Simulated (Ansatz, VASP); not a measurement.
NaAg: VASP beside Ansatz

```
Na Ag
1.0
     0.00000    2.88228    2.88228
     2.88228    0.00000    2.88228
     2.88228    2.88228    0.00000
Na Ag
1 1
Cartesian
  0.0000 0.0000 0.0000
  2.8823 2.8823 2.8823
```

Alike in both runs: task electric field gradients; functional LDA; k mesh 12 × 12 × 12; occupations fermi-dirac, width 0.05 eV; no spin polarisation.

```csv
,VASP,Ansatz
version,VASP 6.6.1,Ansatz 0.2.0
potentials or method,"VASP PAW LDA potentials, release 64 (Na_pv, Ag), cutoff 520 eV","all-electron PAW with datasets made for the crystal, scalar-relativistic"
```

```csv
,VASP,Ansatz,Ansatz less VASP
pressure (GPa),0.0,0.0,-0.01
```

LDA's correlation is that of Perdew and Zunger in VASP and of Perdew and Wang (1992) in Ansatz. Ansatz ran all-electron here, and VASP with PAW potentials.
